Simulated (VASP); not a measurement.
# TiB2 (P6/mmm) in VASP: settings compared

TiB2 is run at these levels: PBE, revPBE, PBEsol; tasks: single point.

All numbers are computed with VASP 6.6.1; they aren't measurements. Logs are shortened: lines on timing, memory, paths and dates and some standing lists are left out, and cuts for length are marked.

### Step 1. The cell of the first run

Symmetry: P6/mmm, No. 191, hexagonal system. The conventional cell has a = 3.029 Å, b = 3.029 Å, c = 3.228 Å, α = 90.00°, β = 90.00°, γ = 120.00°. Ti (site symmetry 6/mmm) has 12 B at 2.38 Å and 6 Ti at 3.03 Å within 3.1 Å. B (site symmetry -6m2) has 3 B at 1.75 Å within 2.3 Å.

### Step 2. Single point, PBE

Contents of INCAR:

```
  ALGO = Normal
  EDIFF = 1E-6
  ENCUT = 520
  GGA = PE
  ISIF = 2
  ISMEAR = 1
  LASPH = T
  LCHARG = F
  LREAL = F
  LWAVE = F
  NBANDS = 16
  NELM = 80
  PREC = Accurate
  SIGMA = 0.1
```

Contents of KPOINTS:

```
k-points
0
Gamma
  11 11 9
```

Contents of POSCAR:

```
TiB2
1.0
    3.0292000000      0.0000000000      0.0000000000
   -1.5146000000      2.6233641531      0.0000000000
    0.0000000000      0.0000000000      3.2284000000
Ti B
1 2
Direct
    0.0000000000      0.0000000000      0.0000000000
    0.3333330000      0.6666670000      0.5000000000
    0.6666670000      0.3333330000      0.5000000000
```

Potentials or basis: VASP PAW PBE potentials, release 64 (Ti_sv, B).

Run with:

```
> cat potpaw_PBE.64/Ti_sv/POTCAR potpaw_PBE.64/B/POTCAR > POTCAR
> mpirun -np 1 vasp_std > vasp.out
```

OUTCAR:

```text
EDIFF = 1E-6
   ENCUT = 520
   GGA = PE
   ISIF = 2
   ISMEAR = 1
   LASPH = T
   LREAL = F
   NELM = 80
   PREC = Accurate

 ion  position               nearest neighbor table
   1  0.000  0.000  0.000-   2 2.38   3 2.38   2 2.38   3 2.38   2 2.38   2 2.38   3 2.38   3 2.38
                             3 2.38   3 2.38   2 2.38   2 2.38
   2  0.333  0.667  0.500-   3 1.75   3 1.75   3 1.75   1 2.38   1 2.38   1 2.38   1 2.38   1 2.38
                             1 2.38
   3  0.667  0.333  0.500-   2 1.75   2 1.75   2 1.75   1 2.38   1 2.38   1 2.38   1 2.38   1 2.38
                             1 2.38

  LATTYP: Found a hexagonal cell.
 ALAT       =     3.0292000000
 C/A-ratio  =     1.0657599366

  Lattice vectors:

 A1 = (   3.0292000000,   0.0000000000,   0.0000000000)
 A2 = (  -1.5146000000,   2.6233641531,   0.0000000000)
 A3 = (   0.0000000000,   0.0000000000,   3.2284000000)

Analysis of symmetry for initial positions (statically):
=====================================================================
 Subroutine PRICEL returns:
 Original cell was already a primitive cell.

 Routine SETGRP: Setting up the symmetry group for a
 hexagonal supercell.

 Subroutine GETGRP returns: Found 24 space group operations
 (whereof 24 operations were pure point group operations)
 out of a pool of 24 trial point group operations.

The static configuration has the point symmetry D_6h.

Analysis of symmetry for dynamics (positions and initial velocities):
=====================================================================
 Subroutine PRICEL returns:
 Original cell was already a primitive cell.

 Routine SETGRP: Setting up the symmetry group for a
 hexagonal supercell.

 Subroutine GETGRP returns: Found 24 space group operations
 (whereof 24 operations were pure point group operations)
 out of a pool of 24 trial point group operations.

The dynamic configuration has the point symmetry D_6h.

 Subroutine INISYM returns: Found 24 space group operations
 (whereof 24 operations are pure point group operations),
 and found     1 'primitive' translations

----------------------------------------------------------------------------------------

                                     Primitive cell

  volume of cell :      25.6551

  direct lattice vectors                    reciprocal lattice vectors
     3.029200000  0.000000000  0.000000000     0.330120164  0.190594965  0.000000000
    -1.514600000  2.623364153  0.000000000     0.000000000  0.381189931  0.000000000
     0.000000000  0.000000000  3.228400000     0.000000000  0.000000000  0.309750960

  length of vectors
     3.029200000  3.029200000  3.228400000     0.381189931  0.381189931  0.309750960

  position of ions in fractional coordinates (direct lattice)
     0.000000000  0.000000000  0.000000000
     0.333333000  0.666667000  0.500000000
     0.666667000  0.333333000  0.500000000

  ion indices of the primitive-cell ions
   primitive index   ion index
                 1           1
                 2           2
                 3           3

----------------------------------------------------------------------------------------

 KPOINTS: k-points

Automatic generation of k-mesh.
 Grid dimensions read from file:
 generate k-points for:   11   11    9

 Generating k-lattice:

  Cartesian coordinates                     Fractional coordinates (reciprocal lattice)
     0.030010924  0.017326815  0.000000000     0.090909091  0.000000000  0.000000000
     0.000000000  0.034653630  0.000000000     0.000000000  0.090909091  0.000000000
     0.000000000  0.000000000  0.034416773     0.000000000  0.000000000  0.111111111

  Length of vectors
     0.034653630  0.034653630  0.034416773

  Shift w.r.t. Gamma in fractional coordinates (k-lattice)
     0.000000000  0.000000000  0.000000000

 Subroutine IBZKPT returns following result:
 ===========================================

 Found     80 irreducible k-points:

 Following reciprocal coordinates:
            Coordinates               Weight
  0.000000  0.000000  0.000000      1.000000
  0.090909  0.000000  0.000000      6.000000
  0.181818  0.000000  0.000000      6.000000
  0.272727  0.000000  0.000000      6.000000
  0.363636 -0.000000  0.000000      6.000000
  0.454545 -0.000000  0.000000      6.000000
[... 16 lines left out ...]
  0.090909  0.090909  0.111111     12.000000
  0.181818  0.090909  0.111111     24.000000
 [... further k-points ...]
   k-points           NKPTS =     80   k-points in BZ     NKDIM =     80   number of bands    NBANDS=     16
   number of dos      NEDOS =    301   number of ions     NIONS =      3
   total plane-waves  NPLWV =  13824
   dimension x,y,z NGX =    24 NGY =   24 NGZ =   24
   dimension x,y,z NGXF=    48 NGYF=   48 NGZF=   48
   ions per type =               1   2
   NGX,Y,Z   is equivalent  to a cutoff of  13.17, 13.17, 12.36 a.u.
   NGXF,Y,Z  is equivalent  to a cutoff of  26.34, 26.34, 24.72 a.u.
 SYSTEM =  unknown system
   PREC   = accura    normal or accurate (medium, high low for compatibility)
   ISTART =      0    job   : 0-new  1-cont  2-samecut
   ICHARG =      2    charge: 1-file 2-atom 10-const
   ISPIN  =      1    spin polarized calculation?
   LNONCOLLINEAR =      F non collinear calculations
   LSORBIT =      F    spin-orbit coupling
   LASPH  =      T    aspherical Exc in radial PAW
   ENCUT  =  520.0 eV  38.22 Ry    6.18 a.u.   5.63  5.63  6.00*2*pi/ulx,y,z
   NELM   =     80;   NELMIN=  2; NELMDL= -5     # of ELM steps
   EDIFF  = 0.1E-05   stopping-criterion for ELM
   LREAL  =      F    real-space projection
   EDIFFG = 0.1E-04   stopping-criterion for IOM
   NSW    =      0    number of steps for IOM
   IBRION =     -1    ionic relax: 0-MD 1-quasi-New 2-CG
   NFREE  =      0    steps in history (QN), initial steepest desc. (CG)
   ISIF   =      2    stress and relaxation
   ISYM   =      2    0-nonsym 1-usesym 2-fastsym
   POTIM  = 0.5000    time-step for ionic-motion
   TEBEG  =    0.0;   TEEND  =   0.0 temperature during run
   PSTRESS=    0.0 pullay stress
   NELECT =      18.0000    total number of electrons
   NUPDOWN=      -1.0000    fix difference up-down
   EMIN   =  10.00;   EMAX   =-10.00  energy-range for DOS
   EFERMI =   0.00;   METHOD = LEGACY
   ISMEAR =     1;   SIGMA  =   0.10  broadening in eV -4-tet -1-fermi 0-gaus
   EFERMI_NEDOS =   21; number of points for ismear=-14 and -15
   IALGO  =     38    algorithm
   IMIX   =      4    mixing-type and parameters
     AMIX     =   0.40;   BMIX     =  1.00
     AMIX_MAG =   1.60;   BMIX_MAG =  1.00
  volume/ion in A,a.u.               =       8.55        57.71
  Fermi-wavevector in a.u.,A,eV,Ry     =   1.454703  2.748990 28.792122  2.116161
  Thomas-Fermi vector in A             =   2.571823
   LORBIT       =      0    0 simple, 1 ext, 2 COOP (PROOUT), +10 PAW based schemes
   GGA     = PE    functional components
   LHFCALC =     F    Hartree Fock is set to
   AEXX    =    0.0000 exact exchange contribution
   IVDW    =     0    specifies the selected vdW correction
   LEPSILON=     F    determine dielectric tensor
   LRPA    =     F    only Hartree local field effects (RPA)
 non-spin polarized calculation
 Methfessel and Paxton  Order N= 1 SIGMA  =   0.10
  energy-cutoff  :      520.00
  volume of cell :       25.66
 maximum number of plane-waves:       721
 NGX is ok and might be reduce to    24
   NGX = 11   NGY = 11   NGZ = 13

 number of electron      18.0000002 magnetization

 Free energy of the ion-electron system (eV)
  ---------------------------------------------------
  ext. energy  EPLUGINS =         0.00000000
  ---------------------------------------------------
  free energy    TOTEN  =       -24.42925428 eV

  energy without entropy =      -24.42883253  energy(sigma->0) =      -24.42911370

 E-fermi :   9.9756     XC(G=0): -12.7687

 val. band max:        9.9538786260   @ k =   0.1818   0.1818   0.1111
 cond. band min:       9.9873627491   @ k =   0.0909   0.0000   0.3333
 fundamental gap:      0.0334841232
 Fermi energy:         9.9756217141

 k-point     1 :       0.0000    0.0000    0.0000
  band No.  band energies     occupation
      1     -46.9624      2.00000
      2     -23.3113      2.00000
      3     -23.0002      2.00000
      4     -23.0002      2.00000
      5      -3.5077      2.00000
      6       7.3975      2.00000
[... 8 lines left out ...]
     15      15.7693      0.00000
     16      16.9197      0.00000

 k-point     2 :       0.0909    0.0000    0.0000
  band No.  band energies     occupation
      1     -46.9581      2.00000
      2     -23.3058      2.00000
      3     -23.0331      2.00000
      4     -23.0076      2.00000
      5      -3.3487      2.00000
      6       6.9430      2.00000
[... 8 lines left out ...]
     15      16.6942      0.00000
     16      17.4269      0.00000

 k-point     3 :       0.1818    0.0000    0.0000
  band No.  band energies     occupation
      1     -46.9465      2.00000
      2     -23.2911      2.00000
      3     -23.1207      2.00000
      4     -23.0276      2.00000
      5      -2.8826      2.00000
      6       5.8057      2.00000
[... 8 lines left out ...]
     15      18.0481      0.00000
     16      18.5382      0.00000

 k-point     4 :       0.2727    0.0000    0.0000
  band No.  band energies     occupation
      1     -46.9314      2.00000
      2     -23.2718      2.00000
      3     -23.2336      2.00000
      4     -23.0536      2.00000
      5      -2.1375      2.00000
      6       4.3658      2.00000
[... 8 lines left out ...]
     15      17.2372      0.00000
     16      19.1466      0.00000
[... 324 lines left out ...]
 k-point    22 :       0.4545   -0.0000    0.1111
  band No.  band energies     occupation
      1     -46.9075      2.00000
      2     -23.3922      2.00000
      3     -23.2642      2.00000
      4     -23.0890      2.00000
      5       0.1009      2.00000
      6       1.4260      2.00000
[... 8 lines left out ...]
     15      18.1146      0.00000
     16      19.1868      0.00000

 k-point    23 :       0.0909    0.0909    0.1111
  band No.  band energies     occupation
      1     -46.9485      2.00000
      2     -23.3187      2.00000
      3     -23.0890      2.00000
      4     -23.0213      2.00000
      5      -2.8868      2.00000
      6       6.3103      2.00000
[... 8 lines left out ...]
     15      17.5845      0.00000
     16      17.7718      0.00000

 k-point    24 :       0.1818    0.0909    0.1111
  band No.  band energies     occupation
      1     -46.9351      2.00000
      2     -23.3011      2.00000
      3     -23.1836      2.00000
      4     -23.0492      2.00000
      5      -2.2987      2.00000
      6       5.1022      2.00000
[... 8 lines left out ...]
     15      17.8599      0.00000
     16      18.9892      0.00000

 [... further k-points ...]
[... 5 lines left out ...]
  --------------------------------------------------------------------------------------
  -------------------------------------------------------------------------------------
  Total        0.1260180      0.1260180     -0.0401604      0.0000000      0.0000000      0.0000000
  in kB        7.8699020      7.8699020     -2.5080392      0.0000000      0.0000000      0.0000000
  external PRESSURE =       4.4105883 kB  Pullay stress =       0.0000000 kB

 VOLUME and BASIS-vectors are now :
 -----------------------------------------------------------------------------
  energy-cutoff  :      520.00
  volume of cell :       25.66
      direct lattice vectors                 reciprocal lattice vectors
     3.029200000  0.000000000  0.000000000     0.330120164  0.190594965  0.000000000
    -1.514600000  2.623364153  0.000000000     0.000000000  0.381189931  0.000000000
     0.000000000  0.000000000  3.228400000     0.000000000  0.000000000  0.309750960

 POSITION                                       TOTAL-FORCE (eV/Angst)
 -----------------------------------------------------------------------------------
      0.00000      0.00000      0.00000        -0.000000      0.000000      0.000000
     -0.00000      1.74891      1.61420        -0.000000      0.000000      0.000000
      1.51460      0.87445      1.61420         0.000000     -0.000000     -0.000000
 -----------------------------------------------------------------------------------
    total drift:                                0.000000      0.000000      0.000000

  FREE ENERGIE OF THE ION-ELECTRON SYSTEM (eV)
  ---------------------------------------------------
  free  energy   TOTEN  =       -24.4292542774 eV

  energy  without entropy=      -24.4288325343  energy(sigma->0) =      -24.42911370
```

It took 12 s on 1 thread of Intel Xeon Platinum 8559C (Emerald Rapids), shared host; peak memory 0.16 GiB.

Results:

```
Free energy            : -24.4293 eV
Pressure               : 0.4 GPa
Band gap on the k mesh : zero (band 9 reaches 10.18 eV, above the bottom of band 10 at 9.74 eV)
```

### Step 3. Single point, revPBE

Contents of INCAR:

```
PREC = Accurate
ENCUT = 520
EDIFF = 1E-7
ISMEAR = 1
SIGMA = 0.1
LREAL = F
LASPH = T
NELM = 80
ALGO = Normal
ISIF = 2
LWAVE = F
LCHARG = F
GGA = RE
NBANDS = 16
```

Contents of KPOINTS:

```
regular mesh
0
Gamma
  11 11 9
```

POSCAR is that of step 2.

Potentials or basis: VASP PAW PBE potentials, release 64 (Ti_sv, B).

Run with:

```
> cat potpaw_PBE.64/Ti_sv/POTCAR potpaw_PBE.64/B/POTCAR > POTCAR
> mpirun -np 1 vasp_std > vasp.out
```

Run time: 14 s. Hardware: 1 thread of Intel Xeon Platinum 8559C (Emerald Rapids), shared host; peak memory 0.16 GiB.

It converged, with:

```yaml
Free_energy: -23.5669 eV
Pressure: 3.8 GPa
Band_gap_on_the_k_mesh: zero (band 9 reaches 10.27 eV, above the bottom of band 10 at 9.83 eV)
```

Stress tensor (GPa, compression positive):
```
4.25 0.00 0.00
0.00 4.25 0.00
0.00 0.00 2.89
```

Levels at points of the mesh, in eV from the Fermi level:
```
           k point  band 6  band 7  band 8  band 9  band 10  band 11  band 12  band 13
(0.00, 0.00, 0.00)   -2.58   -2.58   -2.32   -2.09     1.91     1.91     3.68     3.68
```

Caveat: the PAW data sets were made with another functional, which shifts forces and pressure a little.

### Step 4. Single point, PBEsol

Contents of INCAR:

```
SYSTEM = TiB2
PREC = Accurate
ENCUT = 520
EDIFF = 1E-6
ISMEAR = 1
SIGMA = 0.1
LREAL = .False.
LASPH = .True.
NELM = 100
ALGO = Normal
ISIF = 2
LWAVE = .False.
LCHARG = .True.
GGA = PS
LELF = .True.
LVHAR = .True.
NBANDS = 16
```

Contents of KPOINTS:

```
Automatic mesh
0
Gamma
  11 11 9
  0 0 0
```

POSCAR is that of step 3.

Run with:

```
> cat potpaw_PBE.64/Ti_sv/POTCAR potpaw_PBE.64/B/POTCAR > POTCAR
> mpirun -np 1 vasp_std > vasp.out
```

Run time: 12 s. Hardware: 1 thread of Intel Xeon Platinum 8559C (Emerald Rapids), shared host; peak memory 0.16 GiB.

It converged, with:

- Free energy: -25.7832 eV
- Pressure: -4.7 GPa
- Band gap on the k mesh: zero (band 9 reaches 10.08 eV, above the bottom of band 10 at 9.64 eV)

Stress tensor (GPa, compression positive):
```
-3.74  0.00  0.00
 0.00 -3.74  0.00
 0.00  0.00 -6.70
```

Levels at points of the mesh, in eV from the Fermi level:
```tsv
k point	band 5	band 6	band 7	band 8	band 9	band 10	band 11	band 12	band 13	band 14
(0.00, 0.00, 0.00)	-13.44	-2.56	-2.56	-2.27	-2.12	1.92	1.92	3.71	3.71	5.80
```

Caveat: the PAW data sets were made with another functional, which shifts forces and pressure a little.

### Step 5. The runs side by side

| level | gap on the mesh (eV) | pressure (GPa) |
| --- | --- | --- |
| PBE | none | 0.4 |
| revPBE | none | 3.8 |
| PBEsol | none | -4.7 |

Alike in all rows: task single point; potentials or basis VASP PAW PBE potentials, release 64 (Ti_sv, B); no spin polarisation; cell as given; k mesh 11 × 11 × 9; cutoff (eV) 520; smearing methfessel-paxton 0.1 eV.

Every run on the cell as given and a fine mesh finds a metal. The pressure there spans -4.7 GPa (PBEsol) to 3.8 GPa (revPBE); a positive pressure means that this level wants a larger cell, a negative one a smaller.

Caveats: the PAW data sets were made with another functional, which shifts forces and pressure a little (some runs).

Total energies depend on the potentials used, so only differences within one code and one set of settings carry meaning.
